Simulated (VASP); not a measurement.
Here is a VASP 6.6.1 calculation.

File INCAR:

```
SYSTEM = Sn
ALGO     = Normal         ! electronic algorithm
EDIFF    = 1E-6           ! SCF threshold, eV
ENCUT    = 500            ! plane-wave cutoff, eV
GGA      = RE             ! functional
GGA_COMPAT= .FALSE.      
ISIF     = 2              ! what is computed and relaxed
ISMEAR   = 0              ! smearing method
LASPH    = .TRUE.         ! aspherical terms in the spheres
LCHARG   = .TRUE.         ! write CHGCAR
LELF     = .TRUE.         ! ELF
LREAL    = .FALSE.        ! projectors in reciprocal space
LVHAR    = .TRUE.       
LWAVE    = .FALSE.        ! write WAVECAR
NBANDS   = 21             ! bands
NELM     = 120            ! most SCF steps
PREC     = Accurate       ! precision mode
SIGMA    = 0.1            ! smearing width, eV
```

Contents of KPOINTS:

```
k-points
0
G
  8 8 8
  0 0 0
```

POSCAR

```
Sn
1.0
    0.0000000000      3.2333428000      3.2333428000
    3.2333428000      0.0000000000      3.2333428000
    3.2333428000      3.2333428000      0.0000000000
Sn
2
Direct
    0.5000000000      0.5000000000      0.5000000000
    0.7500000000      0.7500000000      0.7500000000
```

Potentials or basis: VASP PAW PBE potentials, release 64 (Sn_d).

The run is started by

```sh
$ cat potpaw_PBE.64/Sn_d/POTCAR > POTCAR
$ mpirun -np 1 vasp_std > vasp.out
```

Question: Estimate the pressure.

Answer: 4.8 GPa.

Question: What does it give for the band gap on the k mesh?

Answer: Zero (bands 14 and 15 overlap by 0.02 eV).

Caveat: the cell stands under pressure; the PAW data sets were made with another functional, which shifts forces and pressure a little; spin-orbit coupling is left out, which moves the levels of the heavy elements.
